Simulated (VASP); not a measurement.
**Ga3Sb2N: single point with PBE**

Ga3Sb2N:

```
N Sb Ga
1.0
     4.00268    0.00000    0.00000
    -2.00134    3.46642    0.00000
     0.00000    0.00000    9.87859
N Sb Ga
1 2 3
Cartesian
  0.0000 0.0000 -0.0543
  0.0000 2.3109 3.0739
  2.0013 1.1555 6.7522
  0.0000 2.3109 0.4039
  2.0013 1.1555 4.1438
  0.0000 0.0000 7.9074
```

| Quantity | Value |
| --- | --- |
| Program | VASP 6.6.1 |
| Task | single point |
| Functional | PBE |
| Potentials or basis | VASP PAW PBE potentials, release 64 (N, Sb, Ga_d) |
| Cutoff | 520 eV |
| k mesh | 12 × 12 × 4 |
| Occupations | fermi-dirac, width 0.02 eV |
| Spin | no spin polarisation |

```json
{
 "Pressure": "2.7 GPa",
 "Largest force": "0.216 eV/Å",
 "Band gap on the k mesh": "zero (bands 27 and 28 overlap by 0.70 eV)"
}
```

Forces on the atoms (eV/Å):
```
N    0.000  0.000  0.216
Sb   0.000  0.000 -0.121
Sb   0.000  0.000 -0.200
Ga   0.000  0.000 -0.164
Ga   0.000  0.000  0.155
Ga   0.000  0.000  0.114
```

Stress tensor (GPa, compression positive):
```
2.37 0.00 0.00
0.00 2.37 0.00
0.00 0.00 3.36
```

Levels at points of the mesh, in eV from the Fermi level:
```csv
k point,band 23,band 24,band 25,band 26,band 27,band 28,band 29,band 30,band 31,band 32
"(0.00, 0.00, 0.00)",-2.10,-0.95,-0.08,-0.08,0.67,0.67,2.36,2.52,3.79,3.79
"(0.50, 0.00, 0.00)",-3.16,-2.93,-2.54,-1.62,-1.03,0.67,1.20,1.92,2.40,3.42
"(0.00, 0.00, 0.50)",-2.36,-0.50,0.00,0.00,0.53,0.53,2.23,2.67,2.97,3.98
"(0.50, 0.00, 0.50)",-3.42,-3.15,-1.82,-1.54,-0.82,0.20,1.50,1.95,2.32,3.27
```

It took 3.6 min on 1 thread of Intel(R) Xeon(R) 6975P-C (Granite Rapids) (shared host), peak memory 0.46 GiB.

Caveat: semilocal functionals underestimate gaps, so a narrow gap can read as zero; spin-orbit coupling is left out, which moves the levels of the heavy elements.
